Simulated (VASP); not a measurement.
# C: single point with PBE

Crystal: C.

```
CELL_PARAMETERS angstrom
2.58400 0.00000 0.00000
-1.29200 2.23781 0.00000
0.00000 0.00000 4.30344
ATOMIC_POSITIONS crystal
C 0.33333 0.66667 0.00023
C 0.66667 0.33333 0.50023
C 0.33333 0.66667 0.37477
C 0.66667 0.33333 0.87477
```

This cell differs from its parent crystal: volume changed by +10%.

```yaml
Program: VASP 6.6.1
Task: single point
Functional: PBE
Potentials_or_basis: VASP PAW PBE potentials, release 64 (C)
Cutoff: 520 eV
k_mesh: 6 × 6 × 4
Occupations: gaussian, width 0.01 eV
Spin: no spin polarisation
Dipole_correction: no
Further_INCAR_settings: ALGO = Normal; EDIFF = 1e-06; NBANDS = 16
```

```yaml
Pressure: -31.3 GPa
Largest_force: 0.099 eV/Å
Band_gap_on_the_k_mesh: 3.60 eV, indirect (least direct gap 4.82 eV)
```

Forces on the atoms (eV/Å):
```
C    0.000  0.000 -0.099
C    0.000  0.000 -0.099
C    0.000  0.000  0.099
C    0.000  0.000  0.099
```

Stress tensor (GPa, compression positive):
```
-30.86   0.00   0.00
  0.00 -30.86   0.00
  0.00   0.00 -32.27
```

Levels at points of the mesh, in eV from the valence-band top:
| k point | band 4 | band 5 | band 6 | band 7 | band 8 | band 9 | band 10 | band 11 | band 12 | band 13 |
| --- | --- | --- | --- | --- | --- | --- | --- | --- | --- | --- |
| (0.00, 0.00, 0.00) | -2.80 | -2.80 | -0.41 | 0.00 | 0.00 | 4.82 | 4.82 | 5.09 | 7.05 | 8.97 |
| (0.50, 0.00, 0.00) | -9.42 | -8.50 | -5.89 | -5.35 | -2.87 | 4.28 | 7.90 | 7.95 | 7.95 | 9.60 |
| (0.00, 0.00, 0.50) | -6.56 | -1.67 | -1.67 | -1.67 | -1.67 | 6.91 | 6.91 | 6.91 | 6.91 | 6.96 |
| (0.50, 0.00, 0.50) | -12.11 | -4.64 | -4.64 | -4.43 | -4.43 | 5.52 | 5.52 | 6.14 | 6.14 | 11.68 |

Run time: 11 s on 1 thread of AMD EPYC 7R13, on a shared host, peak memory 0.1 GiB.

Caveat: the k points lie up to 0.47 Å⁻¹ apart. A k mesh can miss the band edges.
